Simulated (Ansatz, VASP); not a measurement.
# MoS2 in VASP and in Ansatz

```xyz
6
Lattice="3.1922 0.0000 0.0000 -1.5961 2.7646 0.0000 0.0000 0.0000 13.3783" Properties=species:S:1:pos:R:3 pbc="T T T"
Mo    1.5961    0.9215    3.3446
Mo    0.0000    1.8430   10.0337
S     1.5961    0.9215    8.4696
S     0.0000    1.8430    4.9087
S     1.5961    0.9215   11.5979
S     0.0000    1.8430    1.7804
```

Alike in both runs: task single point; functional PBE; k mesh 6 × 6 × 2; occupations gaussian, width 0.1 eV; no spin polarisation.

|  | VASP | Ansatz |
| --- | --- | --- |
| version | VASP 6.6.1 | Ansatz 0.2.0 |
| potentials or method | VASP PAW PBE potentials, release 64 (Mo_sv, S), cutoff 520 eV | scalar-relativistic, plane waves, PAW |
| valence electrons in the cell | 52 | 52 |

Ansatz gave:

| Property | Result |
| --- | --- |
| gap on the k mesh at the Fermi level (eV) | 1.21 |
| least direct gap on the mesh (eV) | 1.62 |
| pressure (GPa) | -0.5 |
| traceless stress, the component that is largest in VASP (GPa) | 0.28 |
| rms of the force components (eV/Å) | 0.042 |

Question: Which values does VASP return?

Answer: gap on the k mesh at the Fermi level (eV): 1.22; least direct gap on the mesh (eV): 1.63; pressure (GPa): -0.6; traceless stress, the component that is largest in VASP (GPa): 0.24; rms of the force components (eV/Å): 0.047.

Atom by atom the forces differ by 0.005 eV/Å (rms over components).
